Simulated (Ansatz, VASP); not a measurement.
# Two plane-wave programs on Pb

```
CELL_PARAMETERS angstrom
0.00000 3.50645 3.50645
3.50645 0.00000 3.50645
3.50645 3.50645 0.00000
ATOMIC_POSITIONS crystal
Pb 0.25000 0.25000 0.25000
Pb 0.00000 0.00000 0.00000
```

Alike in both runs: task single point; functional PBE; k mesh 7 × 7 × 7; occupations fermi-dirac, width 0.05 eV; no spin polarisation.

```csv
,VASP,Ansatz
version,VASP 6.6.1,Ansatz 0.2.0
potentials or method,"VASP PAW PBE potentials, release 64 (Pb_d)",Ansatz PAW
plane-wave cutoff (eV),520,420
valence electrons in the cell,28,28
```

|  | VASP | Ansatz | Ansatz less VASP |
| --- | --- | --- | --- |
| gap on the k mesh at the Fermi level (eV) | none | none | - |
| pressure (GPa) | 0.5 | 0.5 | +0.03 |

A gap of «none» marks a metal or a gap that the smearing closes.

Spin-orbit coupling is off throughout.
